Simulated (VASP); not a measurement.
# Al2Cu (I4/mcm) in VASP: notebook, part 2 of 2

VASP 6.6.1.

### 3 Single point, PBE

INCAR reads:

```
SYSTEM = Al2Cu
ALGO = Fast
EDIFF = 1E-6
ENCUT = 520
GGA = PE
ISIF = 2
ISMEAR = 0
LASPH = .True.
LCHARG = .True.
LELF = .True.
LREAL = .False.
LVHAR = .True.
LWAVE = .False.
NBANDS = 26
NELM = 100
PREC = Accurate
SIGMA = 0.15
```

KPOINTS reads:

```
k-points
0
Gamma
  10 10 10
  0 0 0
```

POSCAR reads:

```
Al2Cu
1.0
   -3.1169500000      3.1169500000      2.4901000000
    3.1169500000     -3.1169500000      2.4901000000
    3.1169500000      3.1169500000     -2.4901000000
Al Cu
4 2
Direct
    0.1587211657      0.6587211657      0.8174423314
    0.6587211657      0.8412788343      0.5000000000
    0.8412788343      0.3412788343      0.1825576686
    0.3412788343      0.1587211657      0.5000000000
    0.7500000000      0.7500000000      0.0000000000
    0.2500000000      0.2500000000      0.0000000000
```

Potentials or basis: VASP PAW PBE potentials, release 64 (Al, Cu).

Launch:

```
cat potpaw_PBE.64/Al/POTCAR potpaw_PBE.64/Cu/POTCAR > POTCAR
mpirun -np 1 vasp_std > vasp.out
```

OUTCAR:

```text
SYSTEM = Al2Cu
   EDIFF = 1E-6
   ENCUT = 520
   GGA = PE
   ISIF = 2
   ISMEAR = 0
   LASPH = .True.
   LREAL = .False.
   NELM = 100
   PREC = Accurate

 ion  position               nearest neighbor table
   1  0.159  0.659  0.817-   5 2.66   6 2.66   5 2.66   6 2.66   3 2.80   3 2.96   3 2.96   2 3.18
                             4 3.18   4 3.18   2 3.18   4 3.32   2 3.32   2 3.32   4 3.32
   2  0.659  0.841  0.500-   6 2.66   5 2.66   5 2.66   6 2.66   4 2.80   4 2.96   4 2.96   1 3.18
                             3 3.18   1 3.18   3 3.18   1 3.32   3 3.32   1 3.32   3 3.32
[... 915 lines left out ...]
  -------------------------------------------------------------------------------------
  Total       -4.1161203     -4.1161203     -3.4756738      0.0000000      0.0000000      0.0000000
  in kB      -68.1494235    -68.1494235    -57.5457349      0.0000000      0.0000000      0.0000000
  external PRESSURE =     -64.6148606 kB  Pullay stress =       0.0000000 kB

 VOLUME and BASIS-vectors are now :
 -----------------------------------------------------------------------------
  energy-cutoff  :      520.00
  volume of cell :       96.77
      direct lattice vectors                 reciprocal lattice vectors
    -3.116950000  3.116950000  2.490100000     0.000000000  0.160413224  0.200795149
     3.116950000 -3.116950000  2.490100000     0.160413224  0.000000000  0.200795149
     3.116950000  3.116950000 -2.490100000     0.160413224  0.160413224  0.000000000

 POSITION                                       TOTAL-FORCE (eV/Angst)
 -----------------------------------------------------------------------------------
      4.10640      0.98945      0.00000         0.006530      0.006530      0.000000
      2.12750      0.98945      2.49010        -0.006530      0.006530     -0.000000
     -0.98945      2.12750      2.49010        -0.006530     -0.006530      0.000000
      0.98945      2.12750      0.00000         0.006530     -0.006530     -0.000000
      0.00000      0.00000      3.73515        -0.000000      0.000000      0.000000
      0.00000      0.00000      1.24505        -0.000000      0.000000      0.000000
 -----------------------------------------------------------------------------------
    total drift:                               -0.000000     -0.000000      0.000000

  FREE ENERGIE OF THE ION-ELECTRON SYSTEM (eV)
  ---------------------------------------------------
  free  energy   TOTEN  =       -23.2412766168 eV

  energy  without entropy=      -23.2181146861  energy(sigma->0) =      -23.22969565
```

OSZICAR:

```text
N       E                     dE             d eps       ncg     rms          rms(c)
DAV:   1     0.180052898365E+03    0.18005E+03   -0.13506E+04  5304   0.142E+03
DAV:   2    -0.162475361962E+02   -0.19630E+03   -0.18417E+03  5310   0.279E+02
DAV:   3    -0.272138853901E+02   -0.10966E+02   -0.10285E+02  6996   0.861E+01
DAV:   4    -0.275408021304E+02   -0.32692E+00   -0.32520E+00  7850   0.124E+01
DAV:   5    -0.275467918067E+02   -0.59897E-02   -0.59886E-02  7650   0.165E+00    0.209E+01
RMM:   6    -0.335555470539E+02   -0.60088E+01   -0.10061E+02  6458   0.131E+02    0.190E+01
RMM:   7    -0.236658303996E+02    0.98897E+01   -0.31071E+01  5576   0.775E+01    0.367E+00
RMM:   8    -0.233088770709E+02    0.35695E+00   -0.19518E+00  5744   0.189E+01    0.126E+00
RMM:   9    -0.232456376330E+02    0.63239E-01   -0.53127E-01  5904   0.306E+00    0.398E-01
RMM:  10    -0.232479828188E+02   -0.23452E-02   -0.53099E-02  6509   0.204E+00    0.389E-01
RMM:  11    -0.232417330014E+02    0.62498E-02   -0.10599E-02  6428   0.803E-01    0.204E-01
RMM:  12    -0.232415800226E+02    0.15298E-03   -0.62661E-03  6446   0.932E-01    0.132E-01
RMM:  13    -0.232412711102E+02    0.30891E-03   -0.14976E-03  6575   0.402E-01    0.581E-02
RMM:  14    -0.232412657767E+02    0.53336E-05   -0.51748E-04  7246   0.211E-01    0.176E-02
RMM:  15    -0.232412749292E+02   -0.91525E-05   -0.18501E-04  7827   0.833E-02    0.842E-03
RMM:  16    -0.232412853569E+02   -0.10428E-04   -0.29430E-05  6452   0.551E-02    0.213E-02
RMM:  17    -0.232412760908E+02    0.92662E-05   -0.22314E-05  6092   0.657E-02    0.298E-03
RMM:  18    -0.232412766168E+02   -0.52607E-06   -0.47523E-06  5829   0.145E-02
   1 F= -.23241277E+02 E0= -.23229696E+02  d E =-.231619E-01
```

Wall time 2.4 min (1 thread of Intel Xeon 6975P-C (Granite Rapids), shared host); peak memory 0.39 GiB.

What came out:

```
Free energy            : -23.2413 eV
Pressure               : -6.5 GPa
Largest force          : 0.009 eV/Å
Band gap on the k mesh : zero (bands 17 and 18 overlap by 4.18 eV)
```

Forces in eV/Å, atoms in the order of the input:
```
Al   0.007  0.007  0.000
Al  -0.007  0.007  0.000
Al  -0.007 -0.007  0.000
Al   0.007 -0.007  0.000
Cu   0.000  0.000  0.000
Cu   0.000  0.000  0.000
```

Levels at points of the mesh, in eV from the Fermi level:
```csv
k point,band 13,band 14,band 15,band 16,band 17,band 18,band 19,band 20,band 21,band 22
"(0.00, 0.00, 0.00)",-2.74,-1.87,-1.13,-1.01,-1.01,-0.79,-0.55,0.17,1.22,1.22
"(0.50, 0.00, 0.00)",-2.88,-2.88,-2.46,-2.46,0.20,0.20,3.75,3.75,4.09,4.09
"(0.50, 0.50, 0.00)",-2.59,-2.51,-1.30,-1.16,-1.10,-0.62,0.64,1.04,4.54,4.73
"(0.50, 0.50, 0.50)",-3.12,-2.99,-2.99,-1.71,2.48,2.96,2.96,3.14,3.63,4.37
```

Caveat: the cell stands under tension.

### 4 Single point, PBE

INCAR reads:

```
SYSTEM = Al2Cu
PREC = Accurate
ENCUT = 520
EDIFF = 1E-7
ISMEAR = 0
SIGMA = 0.15
LREAL = .False.
LASPH = .True.
NELM = 60
ALGO = Fast
ISIF = 2
LWAVE = .False.
LCHARG = .False.
GGA = PE
NBANDS = 26
```

KPOINTS reads:

```
Automatic mesh
0
Gamma
  10 10 10
  0 0 0
```

Changes to POSCAR since step 3:

```diff
@@ -2,5 +2,5 @@
 1.0
-   -3.1169500000      3.1169500000      2.4901000000
-    3.1169500000     -3.1169500000      2.4901000000
-    3.1169500000      3.1169500000     -2.4901000000
+   -3.0867000000      3.0867000000      2.5389500000
+    3.0867000000     -3.0867000000      2.5389500000
+    3.0867000000      3.0867000000     -2.5389500000
 Al Cu
```

Launch:

```
cat potpaw_PBE.64/Al/POTCAR potpaw_PBE.64/Cu/POTCAR > POTCAR
mpirun -np 1 vasp_std > vasp.out
```

Run time: 2.6 min. Hardware: 1 thread of Intel Xeon 6975P-C (Granite Rapids), shared host; peak memory 0.38 GiB.

The run converged. Its results:

```yaml
Free_energy: -23.2369 eV
Pressure: -6.4 GPa
Largest_force: 0.067 eV/Å
Band_gap_on_the_k_mesh: zero (bands 17 and 18 overlap by 3.92 eV)
```

Forces in eV/Å, atoms in the order of the input:
```
Al   0.048  0.048  0.000
Al  -0.048  0.048  0.000
Al  -0.048 -0.048  0.000
Al   0.048 -0.048  0.000
Cu   0.000  0.000  0.000
Cu   0.000  0.000  0.000
```

Stress tensor (GPa, compression positive):
```
-5.79  0.00  0.00
 0.00 -5.79  0.00
 0.00  0.00 -7.50
```

Levels at points of the mesh, in eV from the Fermi level:
| k point | band 15 | band 16 | band 17 | band 18 | band 19 | band 20 |
| --- | --- | --- | --- | --- | --- | --- |
| (0.00, 0.00, 0.00) | -1.26 | -1.05 | -1.05 | -0.76 | -0.59 | 0.20 |
| (0.50, 0.00, 0.00) | -2.41 | -2.41 | 0.32 | 0.32 | 3.94 | 3.94 |
| (0.50, 0.50, 0.00) | -1.24 | -1.12 | -0.94 | -0.74 | 0.86 | 1.28 |
| (0.50, 0.50, 0.50) | -3.02 | -1.78 | 2.39 | 2.97 | 2.97 | 3.26 |

Caveat: the cell stands under tension.

### 5 Single point, PBE

This run uses another cell than the first one, of 16.44 Å³/atom.

INCAR reads:

```
ALGO     = Fast           # electronic algorithm
EDIFF    = 1E-6           # SCF threshold, eV
ENCUT    = 520            # plane-wave cutoff, eV
GGA      = PE             # functional
ISIF     = 2              # what is computed and relaxed
ISMEAR   = 0              # smearing method
LASPH    = T              # aspherical terms in the spheres
LCHARG   = F              # write CHGCAR
LREAL    = F              # projectors in reciprocal space
LWAVE    = F              # write WAVECAR
NBANDS   = 26             # bands
NELM     = 80             # most SCF steps
PREC     = Accurate       # precision mode
SIGMA    = 0.15           # smearing width, eV
```

KPOINTS reads:

```
k-points
0
Gamma
  10 10 10
```

Changes to POSCAR since step 4:

```diff
@@ -2,5 +2,5 @@
 1.0
-   -3.0867000000      3.0867000000      2.5389500000
-    3.0867000000     -3.0867000000      2.5389500000
-    3.0867000000      3.0867000000     -2.5389500000
+   -3.1472000000      3.1472000000      2.4901000000
+    3.1472000000     -3.1472000000      2.4901000000
+    3.1472000000      3.1472000000     -2.4901000000
 Al Cu
```

Launch:

```
cat potpaw_PBE.64/Al/POTCAR potpaw_PBE.64/Cu/POTCAR > POTCAR
mpirun -np 1 vasp_std > vasp.out
```

Run time: 2.2 min. Hardware: 1 thread of Intel Xeon 6975P-C (Granite Rapids), shared host; peak memory 0.38 GiB.

The run converged. Its results:

```yaml
Free_energy: -23.1527 eV
Pressure: -7.4 GPa
Band_gap_on_the_k_mesh: zero (bands 17 and 18 overlap by 4.22 eV)
```

Stress tensor (GPa, compression positive):
```
-8.03  0.00  0.00
 0.00 -8.03  0.00
 0.00  0.00 -6.01
```

Levels at points of the mesh, in eV from the Fermi level:
| k point | band 15 | band 16 | band 17 | band 18 | band 19 | band 20 |
| --- | --- | --- | --- | --- | --- | --- |
| (0.00, 0.00, 0.00) | -1.05 | -0.97 | -0.97 | -0.87 | -0.51 | 0.19 |
| (0.50, 0.00, 0.00) | -2.45 | -2.45 | 0.15 | 0.15 | 3.61 | 3.61 |
| (0.50, 0.50, 0.00) | -1.33 | -1.22 | -1.07 | -0.59 | 0.54 | 0.92 |
| (0.50, 0.50, 0.50) | -2.93 | -1.67 | 2.48 | 2.95 | 2.95 | 3.06 |

Caveat: the cell stands under tension.

### 6 Single point, PBE

This run uses another cell than the first one, of 16.60 Å³/atom.

INCAR reads:

```
SYSTEM = Al2Cu
PREC = Accurate
ENCUT = 520
EDIFF = 1E-6
ISMEAR = 0
SIGMA = 0.15
LREAL = .FALSE.
LASPH = .TRUE.
NELM = 80
ALGO = Fast
ISIF = 2
LWAVE = .FALSE.
LCHARG = .FALSE.
GGA = PE
NBANDS = 26
```

KPOINTS reads:

```
Automatic mesh
0
G
  10 10 10
  0 0 0
```

Changes to POSCAR since step 5:

```diff
@@ -2,5 +2,5 @@
 1.0
-   -3.1472000000      3.1472000000      2.4901000000
-    3.1472000000     -3.1472000000      2.4901000000
-    3.1472000000      3.1472000000     -2.4901000000
+   -3.1774500000      3.1774500000      2.4657000000
+    3.1774500000     -3.1774500000      2.4657000000
+    3.1774500000      3.1774500000     -2.4657000000
 Al Cu
```

Potentials or basis: VASP PAW PBE potentials, release 64 (Al, Cu).

Launch:

```
cat potpaw_PBE.64/Al/POTCAR potpaw_PBE.64/Cu/POTCAR > POTCAR
mpirun -np 1 vasp_std > vasp.out
```

OUTCAR:

```text
SYSTEM = Al2Cu
   PREC = Accurate
   ENCUT = 520
   EDIFF = 1E-6
   ISMEAR = 0
   LREAL = .FALSE.
   LASPH = .TRUE.
   NELM = 80
   ISIF = 2
   GGA = PE

 ion  position               nearest neighbor table
   1  0.159  0.659  0.817-   5 2.69   6 2.69   5 2.69   6 2.69   3 2.85   3 2.96   3 2.96   4 3.19
                             2 3.19   2 3.19   4 3.19
   2  0.659  0.841  0.500-   6 2.69   5 2.69   5 2.69   6 2.69   4 2.85   4 2.96   4 2.96   3 3.19
                             1 3.19   1 3.19   3 3.19
   3  0.841  0.341  0.183-   5 2.69   6 2.69   5 2.69   6 2.69   1 2.85   1 2.96   1 2.96   2 3.19
                             4 3.19   4 3.19   2 3.19
   4  0.341  0.159  0.500-   5 2.69   6 2.69   6 2.69   5 2.69   2 2.85   2 2.96   2 2.96   1 3.19
                             1 3.19   3 3.19   3 3.19
   5  0.750  0.750  0.000-   6 2.47   6 2.47   1 2.69   2 2.69   3 2.69   4 2.69   2 2.69   4 2.69
                             1 2.69   3 2.69
   6  0.250  0.250  0.000-   5 2.47   5 2.47   1 2.69   3 2.69   4 2.69   3 2.69   4 2.69   1 2.69
                             2 2.69   2 2.69

  LATTYP: Found a body centered tetragonal cell.
 ALAT       =     6.3549000000
 C/A-ratio  =     0.7759996223

  Lattice vectors:

 A1 = (  -3.1774500000,   3.1774500000,   2.4657000000)
 A2 = (   3.1774500000,  -3.1774500000,   2.4657000000)
 A3 = (   3.1774500000,   3.1774500000,  -2.4657000000)

Analysis of symmetry for initial positions (statically):
=====================================================================
 Subroutine PRICEL returns:
 Original cell was already a primitive cell.

 Routine SETGRP: Setting up the symmetry group for a
 body centered tetragonal supercell.

 Subroutine GETGRP returns: Found 16 space group operations
 (whereof  8 operations were pure point group operations)
 out of a pool of 16 trial point group operations.

The static configuration has the point symmetry C_4h.
 The point group associated with its full space group is D_4h.

Analysis of symmetry for dynamics (positions and initial velocities):
[... 144 lines left out ...]
   LORBIT       =      0    0 simple, 1 ext, 2 COOP (PROOUT), +10 PAW based schemes
   GGA     = PE    functional components
   LHFCALC =     F    Hartree Fock is set to
   AEXX    =    0.0000 exact exchange contribution
   IVDW    =     0    specifies the selected vdW correction
   LEPSILON=     F    determine dielectric tensor
   LRPA    =     F    only Hartree local field effects (RPA)
 non-spin polarized calculation
 RMM-DIIS sequential band-by-band and
 Gauss-broadening in eV      SIGMA  =   0.15
  energy-cutoff  :      520.00
  volume of cell :       99.58
 maximum number of plane-waves:      2709
 NGX is ok and might be reduce to    40
   NGX = 19   NGY = 19   NGZ = 19

 number of electron      33.9999990 magnetization

 Free energy of the ion-electron system (eV)
  ---------------------------------------------------
  ext. energy  EPLUGINS =         0.00000000
  ---------------------------------------------------
  free energy    TOTEN  =       -23.08332423 eV

  energy without entropy =      -23.05984363  energy(sigma->0) =      -23.07158393

 E-fermi :   6.8767     XC(G=0): -10.4127

 val. band max:        6.8337310508   @ k =  -0.3000  -0.3000   0.2000
 cond. band min:       6.8784334139   @ k =   0.5000   0.2000   0.1000
 fundamental gap:      0.0447023631
 Fermi energy:         6.8766665371

 k-point     1 :       0.0000    0.0000    0.0000
  band No.  band energies     occupation
      1      -3.1677      2.00000
      2       1.9400      2.00000
      3       2.1928      2.00000
      4       2.2609      2.00000
      5       2.2609      2.00000
      6       3.0464      2.00000
[... 685 lines left out ...]
     25      13.0017      0.00000
     26      13.2036      0.00000

 [... further k-points ...]

------------------------ aborting loop because EDIFF is reached ----------------------------------------

  FORCE on cell =-STRESS in cart. coord.  units (eV):
  Direction    XX          YY          ZZ          XY          YZ          ZX
  --------------------------------------------------------------------------------------
  -------------------------------------------------------------------------------------
  Total       -5.9589365     -5.9589365     -3.4674912      0.0000000      0.0000000      0.0000000
  in kB      -95.8785959    -95.8785959    -55.7915309      0.0000000      0.0000000      0.0000000
  external PRESSURE =     -82.5162409 kB  Pullay stress =       0.0000000 kB

 VOLUME and BASIS-vectors are now :
 -----------------------------------------------------------------------------
  energy-cutoff  :      520.00
  volume of cell :       99.58
      direct lattice vectors                 reciprocal lattice vectors
    -3.177450000  3.177450000  2.465700000     0.000000000  0.157358888  0.202782171
     3.177450000 -3.177450000  2.465700000     0.157358888  0.000000000  0.202782171
     3.177450000  3.177450000 -2.465700000     0.157358888  0.157358888  0.000000000

 POSITION                                       TOTAL-FORCE (eV/Angst)
 -----------------------------------------------------------------------------------
      4.18611      1.00866      0.00000        -0.021767     -0.021767      0.000000
      2.16879      1.00866      2.46570         0.021767     -0.021767      0.000000
     -1.00866      2.16879      2.46570         0.021767      0.021767     -0.000000
      1.00866      2.16879      0.00000        -0.021767      0.021767      0.000000
      0.00000      0.00000      3.69855         0.000000      0.000000      0.000000
      0.00000      0.00000      1.23285         0.000000      0.000000      0.000000
 -----------------------------------------------------------------------------------
    total drift:                               -0.000000     -0.000000      0.000000

  FREE ENERGIE OF THE ION-ELECTRON SYSTEM (eV)
  ---------------------------------------------------
  free  energy   TOTEN  =       -23.0833242295 eV

  energy  without entropy=      -23.0598436272  energy(sigma->0) =      -23.07158393
```

Run time: 2.2 min. Hardware: 1 thread of Intel Xeon 6975P-C (Granite Rapids), shared host; peak memory 0.39 GiB.

Results:

```yaml
Free_energy: -23.0833 eV
Pressure: -8.3 GPa
Largest_force: 0.031 eV/Å
Band_gap_on_the_k_mesh: zero (bands 17 and 18 overlap by 4.36 eV)
```

Forces on the atoms (eV/Å):
```
Al  -0.022 -0.022  0.000
Al   0.022 -0.022  0.000
Al   0.022  0.022  0.000
Al  -0.022  0.022  0.000
Cu   0.000  0.000  0.000
Cu   0.000  0.000  0.000
```

Caveat: the cell stands under tension.

### 7 Overview

```csv
cell,further INCAR settings,gap on the mesh (eV),pressure (GPa),largest force (eV/Å)
"a = 5.076 Å, angles 103.4, 103.4, 122.5°, 6 atoms",ALGO = Fast; EDIFF = 1e-06; NBANDS = 26,none,-6.6,0.05
"a = 5.063 Å, angles 104.0, 104.0, 121.1°, 6 atoms",ALGO = Fast; EDIFF = 1e-06; NBANDS = 26,none,-6.5,0.01
"a = 5.050 Å, angles 104.6, 104.6, 119.6°, 6 atoms",ALGO = Fast; EDIFF = 1e-07; NBANDS = 26,none,-6.4,0.07
"a = 5.100 Å, angles 103.8, 103.8, 121.5°, 6 atoms",ALGO = Fast; EDIFF = 1e-06; NBANDS = 26,none,-7.4,-
"a = 5.126 Å, angles 103.4, 103.4, 122.5°, 6 atoms",ALGO = Fast; EDIFF = 1e-06; NBANDS = 26,none,-8.3,0.03
```

Alike in all rows: task single point; level PBE; potentials or basis VASP PAW PBE potentials, release 64 (Al, Cu); no spin polarisation; k mesh 10 × 10 × 10; cutoff (eV) 520; smearing gaussian 0.15 eV.

Caveats: the cell stands under tension.

Absolute energies hang on the potentials; compare differences alone.
